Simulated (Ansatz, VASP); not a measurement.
## One calculation of KF, two programs

Contents of INCAR:

```
ALGO = Normal
EDIFF = 1E-7
EDIFFG = -0.04
ENCUT = 600
GGA = PE
IBRION = 2
ISIF = 3
ISMEAR = 0
LASPH = True
LCHARG = False
LREAL = False
LWAVE = False
NELM = 100
NSW = 90
PREC = Accurate
SIGMA = 0.1
```

Contents of KPOINTS:

```
k-points
0
Gamma
  4 4 6
```

Contents of POSCAR:

```
KF
1.0
    2.1603626790     -5.0808529673      0.0000000000
    2.1603626790      5.0808529673      0.0000000000
    0.0000000000      0.0000000000      3.6806178976
K F
2 2
Direct
    0.6400000000      0.3600000000      0.2500000000
    0.3600000000      0.6400000000      0.7500000000
    0.9300000000      0.0700000000      0.2500000000
    0.0700000000      0.9300000000      0.7500000000
```

Input for Ansatz:

```yaml
crystal:
  lattice:
    - [2.160362679, -5.0808529673, 0.0]
    - [2.160362679, 5.0808529673, 0.0]
    - [0.0, 0.0, 3.6806178976]
  atoms:
    - { symbol: K, position: [0.64, 0.36, 0.25] }
    - { symbol: K, position: [0.36, 0.64, 0.75] }
    - { symbol: F, position: [0.93, 0.07, 0.25] }
    - { symbol: F, position: [0.07, 0.93, 0.75] }
basis:
  ecutwfc: 420
kpoints:
  mp_grid: { grid: [4, 4, 6] }
hamiltonian:
  xc: pbe
scf:
  occupations: { method: gaussian, width: 0.1 }
  lower_state_search: "off"
output:
  forces: true
  stress: true
  eigenvalues: true
relax:
  adjacent_minimum: "off"
  f_tol: 0.04
  max_steps: 70
  cell: { stress_tol: 0.4 }
```

Alike in both runs: task relaxation of cell and atoms; functional PBE; k mesh 4 × 4 × 6; occupations gaussian, width 0.1 eV; no spin polarisation.

|  | VASP | Ansatz |
| --- | --- | --- |
| version | VASP 6.6.1 | Ansatz 0.2.0 |
| potentials or method | VASP PAW PBE potentials, release 64 (K_sv, F), cutoff 600 eV | scalar-relativistic, plane waves, PAW |
| valence electrons in the cell | 32 | 32 |

|  | VASP | Ansatz | Ansatz less VASP |
| --- | --- | --- | --- |
| gap on the k mesh at the Fermi level, each at its own relaxed structure (eV) | 5.83 | 5.84 | +0.009 |
| relaxed volume (Å³/atom) | 19.33 | 19.37 | +0.043 |
| relaxed length of the cell vector where the two differ most in proportion (Å) | 4.039 | 3.993 | -0.0460 |
